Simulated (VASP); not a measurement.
BeS:

```
CELL_PARAMETERS angstrom
3.46216 0.00000 0.00000
-1.73108 2.99832 0.00000
0.00000 0.00000 6.99243
ATOMIC_POSITIONS crystal
Be 0.33333 0.66667 0.25000
Be 0.66667 0.33333 0.75000
S 0.66667 0.33333 0.25000
S 0.33333 0.66667 0.75000
```

Program: VASP 6.6.1. Alike in all runs: task single point; no spin polarisation; cell as given; k mesh 6 × 6 × 2; cutoff (eV) 520; smearing gaussian 0.01 eV.

Order these runs on this cell by their band gap on the k mesh, lowest first.
A. level r2SCAN; potentials or basis VASP PAW PBE potentials, release 64 (Be, S)
B. level PBE; potentials or basis VASP PAW PBE potentials, release 64 (Be, S)
C. level HSE06; potentials or basis VASP PAW PBE potentials, release 64 (Be, S); grid for exact exchange (PRECFOCK) Normal; screening parameter 0.2079 1/Å
D. level LDA; potentials or basis VASP PAW LDA potentials, release 64 (Be, S)

D (3.95 eV), B (4.18 eV), A (4.70 eV), C (5.25 eV).

Caveats: all runs use coarse meshes.

A k mesh can miss the band edges.
